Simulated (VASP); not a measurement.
Write the native input for VASP 6.6.1 that does the following.

```yaml
Task: single point
Functional: PBE
Potentials_or_basis: VASP PAW PBE potentials, release 64 (Au)
Cutoff: 520 eV
k_mesh: 15 × 15 × 8
Occupations: fermi-dirac, width 0.08 eV
Spin: no spin polarisation
Dipole_correction: no
Further_INCAR_settings: ALGO = Normal; EDIFF = 1e-06; NBANDS = 18
```

The structure of Au lies in POSCAR:

```
Au
1.0
    2.7700890842      0.0000000000      0.0000000000
   -1.3850445421      2.3989675177      0.0000000000
    0.0000000000      0.0000000000      4.6034096828
Au
2
Direct
    0.3333333333      0.6666666667      0.2500000000
    0.6666666667      0.3333333333      0.7500000000
```

These files were run (other wordings do the same):

INCAR

```
PREC = Accurate ; ENCUT = 520
EDIFF = 1E-6 ; ISMEAR = -1
SIGMA = 0.08 ; LREAL = False
LASPH = True ; NELM = 80
ALGO = Normal ; ISIF = 2
LWAVE = False ; LCHARG = True
GGA = PE ; LELF = True
LVHAR = True ; NBANDS = 18
```

KPOINTS

```
regular mesh
0
Gamma
  15 15 8
```

Potentials or basis: VASP PAW PBE potentials, release 64 (Au).

Run with:

```console
$ cat potpaw_PBE.64/Au/POTCAR > POTCAR
$ mpirun -np 1 vasp_std > vasp.out
```

Results of the run:

The pressure is 35.7 GPa and the band gap on the k mesh is zero (band 11 reaches 16.27 eV, above the bottom of band 12 at 8.50 eV).

Caveat: spin-orbit coupling is left out, which moves the levels of the heavy elements.

Wall time 38 s on 1 thread of Intel(R) Xeon(R) Platinum 8259CL CPU @ 2.50GHz (Skylake/Cascade Lake), with other jobs on the host, peak memory 0.2 GiB.
